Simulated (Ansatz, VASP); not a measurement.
Two plane-wave programs on Sc2BSb3

```
Sc B Sb
1.0
    -0.00432   -0.00132   -5.93596
    -0.00197    6.01919    0.00128
     7.76036   -3.01207    0.00453
Sc B Sb
4 2 6
Direct
  0.07561 0.43457 0.36902
  0.57687 0.93507 0.36885
  0.57570 0.56645 0.63100
  0.07658 0.06478 0.63146
  0.95029 0.85439 0.99990
  0.45012 0.14462 0.99948
  0.08132 0.60357 0.73427
  0.08198 0.87044 0.26596
  0.06744 0.21786 0.00023
  0.58156 0.13054 0.73422
  0.58075 0.39600 0.26566
  0.56779 0.78171 0.99996
```

Change from the starting cell: cell x1, atoms moved at random (sigma 0.1 Å) and cell strained at random (1.5 %), then relaxed without symmetry.

Alike in both runs: functional PBE; k mesh 4 × 4 × 4; occupations gaussian, width 0.2 eV; no spin polarisation.

Ansatz relaxed the structure, and its values are those at the end. VASP's run is a single point on that final structure, the one shown.

|  | VASP | Ansatz |
| --- | --- | --- |
| version | VASP 6.6.1 | Ansatz 0.2.0 |
| potentials or method | VASP PAW PBE potentials, release 64 (Sc_sv, B, Sb), cutoff 520 eV | scalar-relativistic, plane waves, PAW |
| valence electrons in the cell | 80 | 140 |

|  | VASP | Ansatz | Ansatz less VASP |
| --- | --- | --- | --- |
| gap on the k mesh at the Fermi level (eV) | none | none | - |
| pressure (GPa) | 0.2 | 0.0 | -0.18 |
| rms of the force components (eV/Å) | 0.016 | 0.008 | -0.0082 |

A gap of «none» marks a metal or a gap that the smearing closes. VASP's potentials hold 80 valence electrons a cell and Ansatz's 140, so a difference there can come from the potentials and not from the codes.

Spin-orbit coupling is off throughout.
